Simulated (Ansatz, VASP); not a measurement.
AlN: VASP beside Ansatz

INCAR

```
  ALGO = Normal
  EDIFF = 1E-7
  ENCUT = 520
  GGA = PS
  ISIF = 2
  ISMEAR = -1
  LASPH = True
  LCHARG = False
  LREAL = False
  LWAVE = False
  NBANDS = 16
  NELM = 60
  PREC = Accurate
  SIGMA = 0.05
```

KPOINTS

```
k-points
0
Gamma
  10 10 6
```

The input POSCAR:

```
AlN
1.0
    3.1336164949      0.0000000000      0.0000000000
   -1.5668082474      2.7137914903      0.0000000000
    0.0000000000      0.0000000000      5.0139877163
Al N
2 2
Direct
    0.6666666667      0.3333333333      0.5000000000
    0.3333333333      0.6666666667      0.0000000000
    0.6666666667      0.3333333333      0.8800000000
    0.3333333333      0.6666666667      0.3800000000
```

The input input.yaml:

```yaml
crystal:
  lattice:
    - [3.1336164949, 0.0, 0.0]
    - [-1.5668082474, 2.7137914903, 0.0]
    - [0.0, 0.0, 5.0139877163]
  atoms:
    - { symbol: Al, position: [0.6666666667, 0.3333333333, 0.5] }
    - { symbol: Al, position: [0.3333333333, 0.6666666667, 0.0] }
    - { symbol: "N", position: [0.6666666667, 0.3333333333, 0.88] }
    - { symbol: "N", position: [0.3333333333, 0.6666666667, 0.38] }
kpoints:
  mp_grid: { grid: [10, 10, 6] }
scf:
  occupations: { method: fermi_dirac, width: 0.05 }
hamiltonian:
  xc: pbesol
  pseudopotentials: { kind: all_electron, lapw: { basis_error: 0.001 } }
output:
  forces: true
  stress: true
  eigenvalues: true
```

Change from the starting cell: volume scaled by 1.02.

Alike in both runs: task single point; functional PBEsol; k mesh 10 × 10 × 6; occupations fermi-dirac, width 0.05 eV; no spin polarisation.

|  | VASP | Ansatz |
| --- | --- | --- |
| version | VASP 6.6.1 | Ansatz 0.2.0 |
| potentials or method | VASP PAW PBE potentials, release 64 (Al, N), cutoff 520 eV | all-electron LAPW, scalar-relativistic |

```tsv
	VASP	Ansatz	Ansatz less VASP
gap on the k mesh at the Fermi level (eV)	3.98	3.97	-0.006
least direct gap on the mesh (eV)	3.98	3.97	-0.006
pressure (GPa)	-3.6	-3.7	-0.08
traceless stress, the component that is largest in VASP (GPa)	1.07	1.06	-0.013
rms of the force components (eV/Å)	0.068	0.067	-0.0010
```

VASP's potentials were made for PBE, not for PBEsol. Atom by atom the forces differ by 0.001 eV/Å (rms over components). Ansatz ran all-electron here, and VASP with PAW potentials.
